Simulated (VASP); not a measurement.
# Bi2Te3 (R-3m) in VASP: single point with PBEsol

Aim: the single point of Bi2Te3 with PBEsol.

All numbers are computed with VASP 6.6.1; they aren't measurements. Logs are shortened: lines on timing, memory, paths and dates and some standing lists are left out, and cuts for length are marked.

## 1. The cell of the first run

The structure is trigonal, space group R-3m (No. 166). Conventional cell: a = 4.380 Å, b = 4.380 Å, c = 30.335 Å, α = 90.00°, β = 90.00°, γ = 120.00°. Bi (site symmetry 3m) has 6 Te at 3.06 to 3.23 Å within 4.0 Å. Te (site symmetry 3m) has 3 Bi at 3.06 Å and 3 Te at 3.65 Å within 4.0 Å. Te (site symmetry -3m) has 6 Bi at 3.23 Å and 12 Te at 4.38 to 4.51 Å within 4.6 Å.

## 2. Single point, PBEsol

The input, INCAR:

```
SYSTEM = Bi2Te3
PREC = Accurate
ENCUT = 500
EDIFF = 1E-6
ISMEAR = 0
SIGMA = 0.01
LREAL = .False.
LASPH = .True.
NELM = 120
ALGO = Normal
ISIF = 2
LWAVE = .False.
LCHARG = .False.
GGA = PS
NBANDS = 59
GGA_COMPAT = .False.
KPAR = 4
```

The input, KPOINTS:

```
Automatic mesh
0
Gamma
  10 6 4
  0 0 0
```

The input, POSCAR:

```
Bi2Te3
1.0
    4.3799868741      0.0000000000      0.0000000000
    0.0000000000      7.5863598024      0.0000000000
    0.0000000000     -2.5287866008     10.1118090306
Bi Te
4 6
Direct
    0.0000000000      0.6001932052      0.8005796157
    0.5000000000      0.1001932052      0.8005796157
    0.0000000000      0.3998067948      0.1994203843
    0.5000000000      0.8998067948      0.1994203843
    0.0000000000      0.7899554293      0.3698662878
    0.5000000000      0.2899554293      0.3698662878
    0.0000000000      0.0000000000      0.0000000000
    0.5000000000      0.5000000000      0.0000000000
    0.0000000000      0.2100445707      0.6301337122
    0.5000000000      0.7100445707      0.6301337122
```

Potentials or basis: VASP PAW PBE potentials, release 64 (Bi_d, Te).

Command:

```
$ cat potpaw_PBE.64/Bi_d/POTCAR potpaw_PBE.64/Te/POTCAR > POTCAR
$ mpirun -np 4 vasp_std > vasp.out
```

OUTCAR:

```text
SYSTEM = Bi2Te3
   PREC = Accurate
   ENCUT = 500
   EDIFF = 1E-6
   ISMEAR = 0
   LREAL = .False.
   LASPH = .True.
   NELM = 120
   ISIF = 2
   GGA = PS

 ion  position               nearest neighbor table
   1  0.000  0.600  0.801-   9 3.06  10 3.06  10 3.06   8 3.23   8 3.23   7 3.23
   2  0.500  0.100  0.801-  10 3.06   9 3.06   9 3.06   7 3.23   7 3.23   8 3.23
   3  0.000  0.400  0.199-   5 3.06   6 3.06   6 3.06   8 3.23   8 3.23   7 3.23
   4  0.500  0.900  0.199-   6 3.06   5 3.06   5 3.06   7 3.23   7 3.23   8 3.23
   5  0.000  0.790  0.370-   3 3.06   4 3.06   4 3.06   9 3.65  10 3.65  10 3.65
   6  0.500  0.290  0.370-   4 3.06   3 3.06   3 3.06  10 3.65   9 3.65   9 3.65
   7  0.000  0.000  0.000-   2 3.23   4 3.23   2 3.23   4 3.23   3 3.23   1 3.23
   8  0.500  0.500  0.000-   1 3.23   3 3.23   1 3.23   3 3.23   2 3.23   4 3.23
   9  0.000  0.210  0.630-   1 3.06   2 3.06   2 3.06   5 3.65   6 3.65   6 3.65
  10  0.500  0.710  0.630-   2 3.06   1 3.06   1 3.06   6 3.65   5 3.65   5 3.65

  LATTYP: Found a simple monoclinic cell.
 ALAT       =     7.5863598024
 B/A-ratio  =     0.5773502692
 C/A-ratio  =     1.3739417633
 COS(beta)  =    -0.2426109623

  Lattice vectors:

 A1 = (   0.0000000000,   7.5863598024,   0.0000000000)
 A2 = (  -4.3799868741,   0.0000000000,   0.0000000000)
 A3 = (   0.0000000000,  -2.5287866008,  10.1118090306)

Analysis of symmetry for initial positions (statically):
=====================================================================
 Subroutine PRICEL returns following result:

  LATTYP: Found a trigonal (rhomboedric) cell.
 ALAT       =    10.4232165642
 COS(alpha) =     0.9117098815

  Lattice vectors:

 A1 = (   2.1899934371,   1.2643933004,  10.1118090306)
 A2 = (  -2.1899934370,   1.2643933004,  10.1118090306)
 A3 = (   0.0000000000,  -2.5287866008,  10.1118090306)

   2 primitive cells build up your supercell.

 Routine SETGRP: Setting up the symmetry group for a
 simple monoclinic supercell.

 Subroutine GETGRP returns: Found  4 space group operations
 (whereof  4 operations were pure point group operations)
 out of a pool of  4 trial point group operations.

The static configuration has the point symmetry C_2h.

Analysis of symmetry for dynamics (positions and initial velocities):
=====================================================================
 Subroutine PRICEL returns following result:

  LATTYP: Found a trigonal (rhomboedric) cell.
 ALAT       =    10.4232165642
 COS(alpha) =     0.9117098815

  Lattice vectors:

 A1 = (   2.1899934371,   1.2643933004,  10.1118090306)
 A2 = (  -2.1899934370,   1.2643933004,  10.1118090306)
 A3 = (   0.0000000000,  -2.5287866008,  10.1118090306)

   2 primitive cells build up your supercell.

 Routine SETGRP: Setting up the symmetry group for a
 simple monoclinic supercell.

 Subroutine GETGRP returns: Found  4 space group operations
 (whereof  4 operations were pure point group operations)
 out of a pool of  4 trial point group operations.

The dynamic configuration has the point symmetry C_2h.

 Subroutine INISYM returns: Found  4 space group operations
 (whereof  4 operations are pure point group operations),
 and found     2 'primitive' translations

----------------------------------------------------------------------------------------

                                     Primitive cell

  volume of cell :     167.9984

  direct lattice vectors                    reciprocal lattice vectors
     2.189993437  1.264393300 10.111809031     0.228311186  0.131815525  0.032964758
    -2.189993437  1.264393300 10.111809031    -0.228311186  0.131815525  0.032964758
     0.000000000 -2.528786601 10.111809031    -0.000000000 -0.263631050  0.032964758

  length of vectors
    10.423216564 10.423216564 10.423216564     0.265684034  0.265684034  0.265684034

  position of ions in fractional coordinates (direct lattice)
     0.600193205  0.600193205  0.600193205
     0.399806795  0.399806795  0.399806795
     0.789955429  0.789955429  0.789955429
     0.000000000  0.000000000  0.000000000
     0.210044571  0.210044571  0.210044571

  ion indices of the primitive-cell ions
   primitive index   ion index
                 1           1
                 2           3
                 3           5
                 4           7
                 5           9

----------------------------------------------------------------------------------------

 KPOINTS: Automatic mesh

Automatic generation of k-mesh.
 Grid dimensions read from file:
 generate k-points for:   10    6    4

 Generating k-lattice:

  Cartesian coordinates                     Fractional coordinates (reciprocal lattice)
     0.022831119  0.000000000  0.000000000     0.100000000  0.000000000  0.000000000
     0.000000000  0.021969254  0.005494126     0.000000000  0.166666667 -0.000000000
     0.000000000  0.000000000  0.024723568     0.000000000  0.000000000  0.250000000

  Length of vectors
     0.022831119  0.022645829  0.024723568

  Shift w.r.t. Gamma in fractional coordinates (k-lattice)
     0.000000000  0.000000000  0.000000000

 Subroutine IBZKPT returns following result:
 ===========================================

 Found     84 irreducible k-points:

 Following reciprocal coordinates:
            Coordinates               Weight
  0.000000  0.000000  0.000000      1.000000
  0.100000  0.000000  0.000000      2.000000
  0.200000  0.000000  0.000000      2.000000
  0.300000  0.000000  0.000000      2.000000
  0.400000  0.000000  0.000000      2.000000
  0.500000  0.000000  0.000000      1.000000
[... 16 lines left out ...]
  0.400000  0.500000  0.000000      2.000000
  0.500000  0.500000  0.000000      1.000000
 [... further k-points ...]
   k-points           NKPTS =     84   k-points in BZ     NKDIM =     84   number of bands    NBANDS=     59
   number of dos      NEDOS =    301   number of ions     NIONS =     10
   total plane-waves  NPLWV = 143360
   dimension x,y,z NGX =    32 NGY =   56 NGZ =   80
   dimension x,y,z NGXF=    64 NGYF=  112 NGZF=  160
   ions per type =               4   6
   NGX,Y,Z   is equivalent  to a cutoff of  12.15, 12.27, 12.76 a.u.
   NGXF,Y,Z  is equivalent  to a cutoff of  24.29, 24.54, 25.52 a.u.
 SYSTEM =  Bi2Te3
   PREC   = accura    normal or accurate (medium, high low for compatibility)
   ISTART =      0    job   : 0-new  1-cont  2-samecut
   ICHARG =      2    charge: 1-file 2-atom 10-const
   ISPIN  =      1    spin polarized calculation?
   LNONCOLLINEAR =      F non collinear calculations
   LSORBIT =      F    spin-orbit coupling
   LASPH  =      T    aspherical Exc in radial PAW
   ENCUT  =  500.0 eV  36.75 Ry    6.06 a.u.   7.99 13.83 19.00*2*pi/ulx,y,z
   NELM   =    120;   NELMIN=  2; NELMDL= -5     # of ELM steps
   EDIFF  = 0.1E-05   stopping-criterion for ELM
   LREAL  =      F    real-space projection
   EDIFFG = 0.1E-04   stopping-criterion for IOM
   NSW    =      0    number of steps for IOM
   IBRION =     -1    ionic relax: 0-MD 1-quasi-New 2-CG
   NFREE  =      0    steps in history (QN), initial steepest desc. (CG)
   ISIF   =      2    stress and relaxation
   ISYM   =      2    0-nonsym 1-usesym 2-fastsym
   POTIM  = 0.5000    time-step for ionic-motion
   TEBEG  =    0.0;   TEEND  =   0.0 temperature during run
   PSTRESS=    0.0 pullay stress
   NELECT =      96.0000    total number of electrons
   NUPDOWN=      -1.0000    fix difference up-down
   EMIN   =  10.00;   EMAX   =-10.00  energy-range for DOS
   EFERMI =   0.00;   METHOD = LEGACY
   ISMEAR =     0;   SIGMA  =   0.01  broadening in eV -4-tet -1-fermi 0-gaus
   EFERMI_NEDOS =   21; number of points for ismear=-14 and -15
   IALGO  =     38    algorithm
   IMIX   =      4    mixing-type and parameters
     AMIX     =   0.40;   BMIX     =  1.00
     AMIX_MAG =   1.60;   BMIX_MAG =  1.00
  volume/ion in A,a.u.               =      33.60       226.74
  Fermi-wavevector in a.u.,A,eV,Ry     =   1.078252  2.037601 15.818501  1.162627
  Thomas-Fermi vector in A             =   2.214185
   LORBIT       =      0    0 simple, 1 ext, 2 COOP (PROOUT), +10 PAW based schemes
   GGA     = PS    functional components
   LHFCALC =     F    Hartree Fock is set to
   AEXX    =    0.0000 exact exchange contribution
   IVDW    =     0    specifies the selected vdW correction
   LEPSILON=     F    determine dielectric tensor
   LRPA    =     F    only Hartree local field effects (RPA)
 non-spin polarized calculation
 Gauss-broadening in eV      SIGMA  =   0.01
  energy-cutoff  :      500.00
  volume of cell :      336.00
 maximum number of plane-waves:      8576
 NGX is ok and might be reduce to    32
   NGX = 15   NGY = 27   NGZ = 37

 number of electron      95.9999997 magnetization

 Free energy of the ion-electron system (eV)
  ---------------------------------------------------
  ext. energy  EPLUGINS =         0.00000000
  ---------------------------------------------------
  free energy    TOTEN  =       -40.59063033 eV

  energy without entropy =      -40.59063033  energy(sigma->0) =      -40.59063033

 E-fermi :   6.2067     XC(G=0):  -9.5237

 val. band max:        6.1574694219   @ k =   0.0000   0.0000   0.0000
 cond. band min:       6.3639672439   @ k =   0.0000   0.0000   0.0000
 fundamental gap:      0.2064978220
 Fermi energy:         6.2067412161

 k-point     1 :       0.0000    0.0000    0.0000
  band No.  band energies     occupation
      1     -16.9695      2.00000
      2     -16.9664      2.00000
      3     -16.9577      2.00000
      4     -16.9576      2.00000
      5     -16.9560      2.00000
      6     -16.9560      2.00000
[... 51 lines left out ...]
     58       8.8184      0.00000
     59       8.9393      0.00000

 k-point     2 :       0.1000    0.0000    0.0000
  band No.  band energies     occupation
      1     -16.9684      2.00000
      2     -16.9655      2.00000
      3     -16.9583      2.00000
      4     -16.9571      2.00000
      5     -16.9564      2.00000
      6     -16.9554      2.00000
[... 51 lines left out ...]
     58       8.9419      0.00000
     59       9.5885      0.00000

 k-point     3 :       0.2000    0.0000    0.0000
  band No.  band energies     occupation
      1     -16.9657      2.00000
      2     -16.9633      2.00000
      3     -16.9601      2.00000
      4     -16.9585      2.00000
      5     -16.9568      2.00000
      6     -16.9552      2.00000
[... 1238 lines left out ...]
      5     -16.9536      2.00000
      6     -16.9536      2.00000
[... 51 lines left out ...]
     58       9.5471      0.00000
     59       9.6546      0.00000

 k-point    24 :       0.5000    0.5000    0.0000
  band No.  band energies     occupation
      1     -16.9695      2.00000
      2     -16.9695      2.00000
      3     -16.9662      2.00000
      4     -16.9662      2.00000
      5     -16.9534      2.00000
      6     -16.9534      2.00000
[... 51 lines left out ...]
     58       9.3923      0.00000
     59       9.7639      0.00000

 [... further k-points ...]
[... 5 lines left out ...]
  --------------------------------------------------------------------------------------
  -------------------------------------------------------------------------------------
  Total        0.0490348      0.0651965      0.0588476      0.0000000      0.0188746      0.0000000
  in kB        0.2338189      0.3108848      0.2806105      0.0000000      0.0900023      0.0000000
  external PRESSURE =       0.2751048 kB  Pullay stress =       0.0000000 kB

 VOLUME and BASIS-vectors are now :
 -----------------------------------------------------------------------------
  energy-cutoff  :      500.00
  volume of cell :      336.00
      direct lattice vectors                 reciprocal lattice vectors
     4.379986874  0.000000000  0.000000000     0.228311186  0.000000000  0.000000000
     0.000000000  7.586359802  0.000000000     0.000000000  0.131815525  0.032964758
     0.000000000 -2.528786601 10.111809031     0.000000000  0.000000000  0.098894273

 POSITION                                       TOTAL-FORCE (eV/Angst)
 -----------------------------------------------------------------------------------
      0.00000      2.52879      8.09531        -0.000000      0.000307      0.010006
      2.18999     -1.26439      8.09531        -0.000000      0.000307      0.010006
      0.00000      2.52879      2.01650        -0.000000     -0.000307     -0.010006
      2.18999      6.32197      2.01650         0.000000     -0.000307     -0.010006
      0.00000      5.05757      3.74002        -0.000000     -0.000524      0.015286
      2.18999      1.26439      3.74002        -0.000000     -0.000524      0.015286
      0.00000      0.00000      0.00000        -0.000000      0.000000      0.000000
      2.18999      3.79318      0.00000        -0.000000      0.000000     -0.000000
      0.00000     -0.00000      6.37179         0.000000      0.000524     -0.015286
      2.18999      3.79318      6.37179         0.000000      0.000524     -0.015286
 -----------------------------------------------------------------------------------
    total drift:                                0.000000      0.000000     -0.000000

  FREE ENERGIE OF THE ION-ELECTRON SYSTEM (eV)
  ---------------------------------------------------
  free  energy   TOTEN  =       -40.5906303251 eV

  energy  without entropy=      -40.5906303251  energy(sigma->0) =      -40.59063033
```

Wall time 8.1 min (4 MPI ranks of Intel Xeon Platinum 8488C (Sapphire Rapids), shared host); peak memory 1.2 GiB.

Results:

* Free energy: -40.5906 eV
* Pressure: 0.0 GPa
* Largest force: 0.015 eV/Å
* Band gap on the k mesh: 0.21 eV

Forces in eV/Å, atoms in the order of the input:
```
Bi   0.000  0.000  0.010
Bi   0.000  0.000  0.010
Bi   0.000  0.000 -0.010
Bi   0.000  0.000 -0.010
Te   0.000 -0.001  0.015
Te   0.000 -0.001  0.015
Te   0.000  0.000  0.000
Te   0.000  0.000  0.000
Te   0.000  0.001 -0.015
Te   0.000  0.001 -0.015
```

Caveat: the PAW data sets were made with another functional, which shifts forces and pressure a little; spin-orbit coupling is left out, which moves the levels of the heavy elements.
